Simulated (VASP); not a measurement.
Crystal: KI.

```
K I
1.0
     0.00000    3.54457    3.61227
     3.54457    0.00000    3.61227
     3.54457    3.54457    0.00000
K I
1 1
Cartesian
  0.0000 0.0000 0.0000
  3.5446 3.5446 3.6123
```

This cell differs from its parent crystal: uniaxial z strain +1.9%.

Program: VASP 6.6.1. Alike in all runs: task single point; potentials or basis VASP PAW PBE potentials, release 64 (K_sv, I); no spin polarisation; cell as given; cutoff (eV) 520.

Task: Order these runs on this cell by their band gap on the k mesh, lowest first.
A. level HSE06; k mesh 4 × 4 × 4; smearing gaussian 0.01 eV; grid for exact exchange (PRECFOCK) Normal; screening parameter 0.2079 1/Å
B. level r2SCAN; k mesh 6 × 6 × 6; smearing gaussian 0.01 eV
C. level PBE; k mesh 6 × 6 × 6; smearing fermi-dirac 0.02 eV

Result: C (3.90 eV), B (4.53 eV), A (4.88 eV).

Caveats: spin-orbit coupling is left out, which moves the levels of the heavy elements.
